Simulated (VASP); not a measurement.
Input of a VASP 6.6.1 run:

File INCAR:

```
  PREC = Accurate
  ENCUT = 520
  EDIFF = 1E-6
  ISMEAR = 0
  SIGMA = 0.1
  LREAL = F
  LASPH = T
  NELM = 60
  ALGO = Normal
  ISIF = 2
  LWAVE = F
  LCHARG = F
  GGA = PS
  NBANDS = 13
```

Contents of KPOINTS:

```
Automatic mesh
0
Gamma
  16 16 16
```

File POSCAR:

```
HfH2
1.0
   -1.7574015860      1.7574015860      2.1818475214
    1.7574015860     -1.7574015860      2.1818475214
    1.7574015860      1.7574015860     -2.1818475214
Hf H
1 2
Direct
    0.0000000000      0.0000000000      0.0000000000
    0.7500000000      0.2500000000      0.5000000000
    0.2500000000      0.7500000000      0.5000000000
```

Potentials or basis: VASP PAW PBE potentials, release 64 (Hf_pv, H).

The run is started by

```console
$ cat potpaw_PBE.64/Hf_pv/POTCAR potpaw_PBE.64/H/POTCAR > POTCAR
$ mpirun -np 1 vasp_std > vasp.out
```

Q: What does it give for the pressure?

A: -8.6 GPa.

Q: Estimate the band gap on the k mesh.

A: Zero (band 6 reaches 5.74 eV, above the bottom of band 7 at 4.61 eV).

Caveat: the PAW data sets were made with another functional, which shifts forces and pressure a little; spin-orbit coupling is left out, which moves the levels of the heavy elements.
